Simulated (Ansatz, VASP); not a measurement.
Pt in VASP and in Ansatz

The input POSCAR:

```
Pt
1.0
    2.7233547499      0.0000000000      0.0000000000
   -1.3616773750      2.3584943969      0.0000000000
    0.0000000000      0.0000000000      4.7273674930
Pt
2
Direct
    0.3333333333      0.6666666667      0.2500000000
    0.6666666667      0.3333333333      0.7500000000
```

Contents of INCAR.step1:

```
  PREC = Accurate
  ENCUT = 520
  ISMEAR = -1
  SIGMA = 0.05
  LREAL = F
  LASPH = T
  NELM = 100
  NBANDS = 17
  GGA = PE
  ALGO = Normal
  EDIFF = 1E-4
  LWAVE = T
  LCHARG = F
```

File INCAR.step2:

```
  PREC = Accurate
  ENCUT = 520
  EDIFF = 1E-6
  ISMEAR = -1
  SIGMA = 0.05
  LREAL = F
  LASPH = T
  NELM = 100
  ALGO = Normal
  ISIF = 2
  LWAVE = F
  LCHARG = F
  METAGGA = R2SCAN
  LMIXTAU = T
  NBANDS = 17
  ISTART = 1
```

KPOINTS

```
Automatic mesh
0
Gamma
  11 11 6
```

Contents of input.yaml:

```yaml
crystal:
  lattice:
    - [2.7233547499, 0.0, 0.0]
    - [-1.361677375, 2.3584943969, 0.0]
    - [0.0, 0.0, 4.727367493]
  atoms:
    - { symbol: Pt, position: [0.3333333333, 0.6666666667, 0.25] }
    - { symbol: Pt, position: [0.6666666667, 0.3333333333, 0.75] }
hamiltonian:
  xc: r2scan
  pseudopotentials: { kind: paw }
kpoints:
  mp_grid: { grid: [11, 11, 6] }
scf:
  occupations: { method: fermi_dirac, width: 0.05 }
output:
  forces: true
  stress: true
  eigenvalues: true
```

Alike in both runs: task single point; functional r2SCAN; k mesh 11 × 11 × 6; occupations fermi-dirac, width 0.05 eV; no spin polarisation.

|  | VASP | Ansatz |
| --- | --- | --- |
| version | VASP 6.6.1 | Ansatz 0.2.0 |
| potentials or method | VASP PAW PBE potentials, release 64 (Pt) | Ansatz PAW |
| plane-wave cutoff (eV) | 520 | 500 |
| valence electrons in the cell | 20 | 36 |

```tsv
	VASP	Ansatz	Ansatz less VASP
gap on the k mesh at the Fermi level (eV)	none	none	-
pressure (GPa)	5.1	4.3	-0.75
traceless stress, the component that is largest in VASP (GPa)	-0.98	-0.75	+0.232
```

VASP's potentials were made for PBE, not for r2SCAN. A gap of «none» marks a metal or a gap that the smearing closes. The functional is the same, so the differences come from potentials, cutoffs and numerics. VASP's potentials hold 20 valence electrons a cell and Ansatz's 36, so a difference there can come from the potentials and not from the codes.

Spin-orbit coupling is off throughout.
